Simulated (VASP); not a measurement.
# Sb (R-3m) in VASP: further runs, part 2 of 3

VASP 6.6.1. The steps go on from the part before.

**3. Electric field gradients, PBEsol (volume scaled by 0.96)**

INCAR reads:

```
PREC = Accurate
ENCUT = 400
EDIFF = 1E-8
ISMEAR = -1
SIGMA = 0.05
LREAL = F
LASPH = T
NELM = 120
ALGO = Normal
ISIF = 2
LWAVE = F
LCHARG = F
GGA = PS
LEFG = T
NBANDS = 12
GGA_COMPAT = F
```

KPOINTS reads:

```
Automatic mesh
0
Gamma
  9 9 9
```

POSCAR reads:

```
Sb
1.0
    2.1215346023      1.2248685738      3.6933992025
   -2.1215346023      1.2248685738      3.6933992025
    0.0000000000     -2.4497371474      3.6933992025
Sb
2
Direct
    0.2336400000      0.2336400000      0.2336400000
    0.7663600000      0.7663600000      0.7663600000
```

Potentials or basis: VASP PAW PBE potentials, release 64 (Sb).

Launch:

```console
$ cat potpaw_PBE.64/Sb/POTCAR > POTCAR
$ mpirun -np 1 vasp_std > vasp.out
```

OUTCAR:

```text
PREC = Accurate
   ENCUT = 400
   EDIFF = 1E-8
   ISMEAR = -1
   LREAL = F
   LASPH = T
   NELM = 120
   ISIF = 2
   GGA = PS

 ion  position               nearest neighbor table
   1  0.234  0.234  0.234-   2 2.86   2 2.86   2 2.86   2 3.30   2 3.30   2 3.30
   2  0.766  0.766  0.766-   1 2.86   1 2.86   1 2.86   1 3.30   1 3.30   1 3.30

  LATTYP: Found a trigonal (rhomboedric) cell.
 ALAT       =     4.4319758304
 COS(alpha) =     0.5417151843

  Lattice vectors:

 A1 = (   2.1215346023,   1.2248685738,   3.6933992025)
 A2 = (  -2.1215346023,   1.2248685738,   3.6933992025)
 A3 = (   0.0000000000,  -2.4497371474,   3.6933992025)

Analysis of symmetry for initial positions (statically):
=====================================================================
 Subroutine PRICEL returns:
 Original cell was already a primitive cell.

 Routine SETGRP: Setting up the symmetry group for a
 trigonal (rhombohedral) supercell.

 Subroutine GETGRP returns: Found 12 space group operations
 (whereof 12 operations were pure point group operations)
 out of a pool of 12 trial point group operations.

The static configuration has the point symmetry D_3d.

Analysis of symmetry for dynamics (positions and initial velocities):
=====================================================================
 Subroutine PRICEL returns:
 Original cell was already a primitive cell.

 Routine SETGRP: Setting up the symmetry group for a
 trigonal (rhombohedral) supercell.

 Subroutine GETGRP returns: Found 12 space group operations
 (whereof 12 operations were pure point group operations)
 out of a pool of 12 trial point group operations.

The dynamic configuration has the point symmetry D_3d.

 Subroutine INISYM returns: Found 12 space group operations
 (whereof 12 operations are pure point group operations),
 and found     1 'primitive' translations

----------------------------------------------------------------------------------------

                                     Primitive cell

  volume of cell :      57.5860

  direct lattice vectors                    reciprocal lattice vectors
     2.121534602  1.224868574  3.693399203     0.235678456  0.136069020  0.090251098
    -2.121534602  1.224868574  3.693399203    -0.235678456  0.136069020  0.090251098
     0.000000000 -2.449737147  3.693399203     0.000000000 -0.272138040  0.090251098

  length of vectors
     4.431975830  4.431975830  4.431975830     0.286713051  0.286713051  0.286713051

  position of ions in fractional coordinates (direct lattice)
     0.233640000  0.233640000  0.233640000
     0.766360000  0.766360000  0.766360000

  ion indices of the primitive-cell ions
   primitive index   ion index
                 1           1
                 2           2

----------------------------------------------------------------------------------------

 KPOINTS: Automatic mesh

Automatic generation of k-mesh.
 Grid dimensions read from file:
 generate k-points for:    9    9    9

 Generating k-lattice:

[... 80 lines left out ...]
     AMIX     =   0.40;   BMIX     =  1.00
     AMIX_MAG =   1.60;   BMIX_MAG =  1.00
  volume/ion in A,a.u.               =      28.79       194.30
  Fermi-wavevector in a.u.,A,eV,Ry     =   0.913347  1.725976 11.350017  0.834203
  Thomas-Fermi vector in A             =   2.037848
   LORBIT       =      0    0 simple, 1 ext, 2 COOP (PROOUT), +10 PAW based schemes
   GGA     = PS    functional components
   LHFCALC =     F    Hartree Fock is set to
   AEXX    =    0.0000 exact exchange contribution
   IVDW    =     0    specifies the selected vdW correction
   LEPSILON=     F    determine dielectric tensor
   LRPA    =     F    only Hartree local field effects (RPA)
 non-spin polarized calculation
  energy-cutoff  :      400.00
  volume of cell :       57.59
 maximum number of plane-waves:      1064
 NGX is ok and might be reduce to    30
   NGX = 15   NGY = 15   NGZ = 15

 number of electron      10.0000000 magnetization

 number of electron       9.9999999 magnetization

 Free energy of the ion-electron system (eV)
  ---------------------------------------------------
  ext. energy  EPLUGINS =         0.00000000
  ---------------------------------------------------
  free energy    TOTEN  =        -9.08808195 eV

  energy without entropy =       -9.08577908  energy(sigma->0) =       -9.08693051

 E-fermi :   7.7777     XC(G=0):  -9.8686

 val. band max:        7.7747107440   @ k =   0.3333   0.2222   0.2222
 cond. band min:       7.8971862475   @ k =   0.4444   0.4444   0.4444
 fundamental gap:      0.1224755036
 Fermi energy:         7.7777106140

 k-point     1 :       0.0000    0.0000    0.0000
  band No.  band energies     occupation
      1      -5.3724      2.00000
      2       3.2084      2.00000
      3       5.5802      2.00000
      4       5.8629      2.00000
      5       5.8629      2.00000
      6       9.8364      0.00000
      7      10.5243      0.00000
      8      10.5243      0.00000
      9      12.7676      0.00000
     10      12.7676      0.00000
     11      12.9659      0.00000
     12      14.1001      0.00000
[... 331 lines left out ...]
 k-point    24 :       0.4444    0.4444    0.0000
  band No.  band energies     occupation
      1      -2.9958      2.00000
      2      -0.2131      2.00000
      3       2.2045      2.00000
      4       3.8348      2.00000
      5       3.9095      2.00000
      6       9.1006      0.00000
      7      12.8626      0.00000
      8      13.3929      0.00000
      9      14.6329      0.00000
     10      16.4485      0.00000
     11      17.5475      0.00000
     12      18.6374      0.00000

 [... further k-points ...]

------------------------ aborting loop because EDIFF is reached ----------------------------------------

  FORCE on cell =-STRESS in cart. coord.  units (eV):
  Direction    XX          YY          ZZ          XY          YZ          ZX
  --------------------------------------------------------------------------------------
  -------------------------------------------------------------------------------------
  Total        1.3157737      1.3157737      0.9355757      0.0000000      0.0000000      0.0000000
  in kB       36.6078869     36.6078869     26.0298950      0.0000000      0.0000000      0.0000000
  external PRESSURE =      33.0818896 kB  Pullay stress =       0.0000000 kB

 VOLUME and BASIS-vectors are now :
 -----------------------------------------------------------------------------
  energy-cutoff  :      400.00
  volume of cell :       57.59
      direct lattice vectors                 reciprocal lattice vectors
     2.121534602  1.224868574  3.693399203     0.235678456  0.136069020  0.090251098
    -2.121534602  1.224868574  3.693399203    -0.235678456  0.136069020  0.090251098
     0.000000000 -2.449737147  3.693399203     0.000000000 -0.272138040  0.090251098

 POSITION                                       TOTAL-FORCE (eV/Angst)
 -----------------------------------------------------------------------------------
      0.00000      0.00000      2.58878         0.000000      0.000000      0.439034
      0.00000      0.00000      8.49142         0.000000     -0.000000     -0.439034
 -----------------------------------------------------------------------------------
    total drift:                                0.000000     -0.000000      0.000000

  FREE ENERGIE OF THE ION-ELECTRON SYSTEM (eV)
  ---------------------------------------------------
  free  energy   TOTEN  =        -9.0880819475 eV

  energy  without entropy=       -9.0857790782  energy(sigma->0) =       -9.08693051

 Electric field gradients (V/A^2)
---------------------------------------------------------------------
 ion       V_xx      V_yy      V_zz      V_xy      V_xz      V_yz
---------------------------------------------------------------------
   1      21.577    21.577   -43.155     0.000     0.000    -0.000
   2      21.577    21.577   -43.155    -0.000    -0.000    -0.000
---------------------------------------------------------------------

 Electric field gradients after diagonalization (V/A^2)
 (convention: |V_zz| > |V_xx| > |V_yy|)
----------------------------------------------------------------------
 ion       V_xx      V_yy      V_zz     asymmetry (V_yy - V_xx)/ V_zz
----------------------------------------------------------------------
   1      21.577    21.577   -43.155       0.000
   2      21.577    21.577   -43.155       0.000
----------------------------------------------------------------------

           NMR quadrupolar parameters

 Cq : quadrupolar parameter    Cq=e*Q*V_zz/h
 eta: asymmetry parameters     (V_yy - V_xx)/ V_zz
 Q  : nuclear electric quadrupole moment in mb (millibarn)
----------------------------------------------------------------------
 ion       Cq(MHz)       eta       Q (mb)
----------------------------------------------------------------------
   1      -0.104       0.000       1.000
   2      -0.104       0.000       1.000
----------------------------------------------------------------------
```

OSZICAR:

```text
N       E                     dE             d eps       ncg     rms          rms(c)
DAV:   1     0.281413174927E+02    0.28141E+02   -0.31141E+03  2040   0.534E+02
DAV:   2    -0.760894809963E+01   -0.35750E+02   -0.34653E+02  2660   0.989E+01
DAV:   3    -0.909632932621E+01   -0.14874E+01   -0.14793E+01  2492   0.223E+01
DAV:   4    -0.910820285507E+01   -0.11874E-01   -0.11863E-01  2344   0.248E+00
DAV:   5    -0.910834716206E+01   -0.14431E-03   -0.14431E-03  2508   0.287E-01    0.316E+00
DAV:   6    -0.909548445888E+01    0.12863E-01   -0.30916E-03  2404   0.294E-01    0.191E+00
DAV:   7    -0.908805180259E+01    0.74327E-02   -0.72814E-03  2328   0.451E-01    0.499E-02
DAV:   8    -0.908807454128E+01   -0.22739E-04   -0.20764E-04  2460   0.925E-02    0.177E-02
DAV:   9    -0.908808234944E+01   -0.78082E-05   -0.17532E-05  2464   0.240E-02    0.801E-03
DAV:  10    -0.908808182689E+01    0.52256E-06   -0.14447E-06  2456   0.656E-03    0.119E-03
DAV:  11    -0.908808194381E+01   -0.11693E-06   -0.19601E-07  2444   0.255E-03    0.476E-04
DAV:  12    -0.908808194750E+01   -0.36905E-08   -0.14405E-08  2012   0.629E-04
   1 F= -.90880819E+01 E0= -.90869305E+01  d E =-.230287E-02
```

It took 16 s on 1 thread of Intel Xeon 6975P-C (Granite Rapids), shared host; peak memory 0.18 GiB.

What came out:

```yaml
Free_energy: -9.0881 eV
Pressure: 3.3 GPa
Largest_force: 0.439 eV/Å
Band_gap_on_the_k_mesh: zero (band 5 reaches 7.77 eV, above the bottom of band 6 at 7.74 eV)
```

Forces in eV/Å, atoms in the order of the input:
```
Sb   0.000  0.000  0.439
Sb   0.000  0.000 -0.439
```

Levels at points of the mesh, in eV from the Fermi level:
| k point | band 1 | band 2 | band 3 | band 4 | band 5 | band 6 | band 7 | band 8 | band 9 | band 10 |
| --- | --- | --- | --- | --- | --- | --- | --- | --- | --- | --- |
| (0.00, 0.00, 0.00) | -13.15 | -4.57 | -2.20 | -1.91 | -1.91 | 2.06 | 2.75 | 2.75 | 4.99 | 4.99 |

Electric field gradients, principal values (V/Å²):
| atom | least | middle | greatest (by size) |
| --- | --- | --- | --- |
| 1 Sb | 21.577 | 21.577 | -43.155 |
| 2 Sb | 21.577 | 21.577 | -43.155 |

Caveat: without QUAD_EFG the Cq values of the log hold for a quadrupole moment of 1 mb, not for the nuclei; the PAW data sets were made with another functional, which shifts forces and pressure a little; spin-orbit coupling is left out, which moves the levels of the heavy elements.

**4. Electric field gradients, PBEsol (volume scaled by 0.96)**

INCAR reads:

```
SYSTEM = Sb
  ALGO = Normal
  EDIFF = 1E-8
  ENCUT = 400
  GGA = PS
  GGA_COMPAT = .FALSE.
  ISIF = 2
  ISMEAR = -1
  LASPH = .TRUE.
  LCHARG = .FALSE.
  LEFG = .TRUE.
  LREAL = .FALSE.
  LWAVE = .FALSE.
  NBANDS = 12
  NELM = 120
  PREC = Accurate
  SIGMA = 0.05
```

KPOINTS reads:

```
k-points
0
G
  9 9 9
  0 0 0
```

POSCAR is that of step 3.

Potentials or basis: VASP PAW PBE potentials, release 64 (Sb).

Launch:

```console
$ cat potpaw_PBE.64/Sb/POTCAR > POTCAR
$ mpirun -np 1 vasp_std > vasp.out
```

OUTCAR:

```text
SYSTEM = Sb
   EDIFF = 1E-8
   ENCUT = 400
   GGA = PS
   ISIF = 2
   ISMEAR = -1
   LASPH = .TRUE.
   LREAL = .FALSE.
   NELM = 120
   PREC = Accurate

 ion  position               nearest neighbor table
   1  0.234  0.234  0.234-   2 2.86   2 2.86   2 2.86   2 3.30   2 3.30   2 3.30
   2  0.766  0.766  0.766-   1 2.86   1 2.86   1 2.86   1 3.30   1 3.30   1 3.30

  LATTYP: Found a trigonal (rhomboedric) cell.
 ALAT       =     4.4319758304
 COS(alpha) =     0.5417151843

  Lattice vectors:

 A1 = (   2.1215346023,   1.2248685738,   3.6933992025)
[... 576 lines left out ...]
  free  energy   TOTEN  =        -9.0880819475 eV

  energy  without entropy=       -9.0857790782  energy(sigma->0) =       -9.08693051

 Electric field gradients (V/A^2)
---------------------------------------------------------------------
 ion       V_xx      V_yy      V_zz      V_xy      V_xz      V_yz
---------------------------------------------------------------------
   1      21.577    21.577   -43.155     0.000     0.000    -0.000
   2      21.577    21.577   -43.155    -0.000    -0.000    -0.000
---------------------------------------------------------------------

 Electric field gradients after diagonalization (V/A^2)
 (convention: |V_zz| > |V_xx| > |V_yy|)
----------------------------------------------------------------------
 ion       V_xx      V_yy      V_zz     asymmetry (V_yy - V_xx)/ V_zz
----------------------------------------------------------------------
   1      21.577    21.577   -43.155       0.000
   2      21.577    21.577   -43.155       0.000
----------------------------------------------------------------------

           NMR quadrupolar parameters

 Cq : quadrupolar parameter    Cq=e*Q*V_zz/h
 eta: asymmetry parameters     (V_yy - V_xx)/ V_zz
 Q  : nuclear electric quadrupole moment in mb (millibarn)
----------------------------------------------------------------------
 ion       Cq(MHz)       eta       Q (mb)
----------------------------------------------------------------------
   1      -0.104       0.000       1.000
   2      -0.104       0.000       1.000
----------------------------------------------------------------------
```

stdout:

```text
POSCAR found type information on POSCAR Sb
 POSCAR found :  1 types and       2 ions
 scaLAPACK will be used
 -----------------------------------------------------------------------------
|                                                                             |
|                                                                             |
|     You enforced a specific xc type in the INCAR file but a different       |
|     I HOPE YOU KNOW WHAT YOU ARE DOING!                                     |
|                                                                             |
 -----------------------------------------------------------------------------

 LDA part: xc-table for (Slater+PW92), standard interpolation
 POSCAR, INCAR and KPOINTS ok, starting setup
 FFT: planning ... GRIDC
 FFT: planning ... GRID_SOFT
 FFT: planning ... GRID
 WAVECAR not read
 entering main loop
ion   1

ion   2
```

Wall time 17 s (1 thread of Intel Xeon 6975P-C (Granite Rapids), shared host); peak memory 0.18 GiB.

Results:

```
Free energy            : -9.0881 eV
Pressure               : 3.3 GPa
Largest force          : 0.439 eV/Å
Band gap on the k mesh : zero (band 5 reaches 7.77 eV, above the bottom of band 6 at 7.74 eV)
```

Forces on the atoms (eV/Å):
```
Sb   0.000  0.000  0.439
Sb   0.000  0.000 -0.439
```

Electric field gradients, principal values (V/Å²):
| atom | least | middle | greatest (by size) |
| --- | --- | --- | --- |
| 1 Sb | 21.577 | 21.577 | -43.155 |
| 2 Sb | 21.577 | 21.577 | -43.155 |

Caveat: without QUAD_EFG the Cq values of the log hold for a quadrupole moment of 1 mb, not for the nuclei; the PAW data sets were made with another functional, which shifts forces and pressure a little; spin-orbit coupling is left out, which moves the levels of the heavy elements.

[end of part 2 of 3]
